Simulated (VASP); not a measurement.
Wanted: the native input for a VASP 6.6.1 run.

```yaml
Task: single point
Functional: PBE
Potentials_or_basis: VASP PAW PBE potentials, release 64 (Au)
Cutoff: 520 eV
k_mesh: 20 × 20 × 20
Occupations: gaussian, width 0.15 eV
Spin: no spin polarisation
Dipole_correction: no
Further_INCAR_settings: ALGO = Normal; EDIFF = 1e-07; NBANDS = 12
```

The structure of Au lies in POSCAR:

```
Au
1.0
    0.0000000000      1.9432250000      1.9432250000
    1.9432250000      0.0000000000      1.9432250000
    1.9432250000      1.9432250000      0.0000000000
Au
1
Direct
    0.0000000000      0.0000000000      0.0000000000
```

This cell differs from its parent crystal: strain -0.050 along x and y, -0.050 along z.

One way to write it, as run:

INCAR

```
ALGO = Normal
EDIFF = 1E-7
ENCUT = 520
GGA = PE
ISIF = 2
ISMEAR = 0
LASPH = True
LCHARG = False
LREAL = False
LWAVE = False
NBANDS = 12
NELM = 60
PREC = Accurate
SIGMA = 0.15
```

KPOINTS

```
k-points
0
Gamma
  20 20 20
```

Potentials or basis: VASP PAW PBE potentials, release 64 (Au).

Launch:

```sh
$ cat potpaw_PBE.64/Au/POTCAR > POTCAR
$ mpirun -np 1 vasp_std > vasp.out
```

Results of the run:

| Item | Value |
| --- | --- |
| Pressure | 50.6 GPa |

Caveat: the cell differs from its parent crystal (strain -0.050 along x and y, -0.050 along z).

Wall time 34 s on 1 thread of AMD EPYC 7R43 64-Core Processor (Zen 3), on a shared host, peak memory 0.12 GiB.
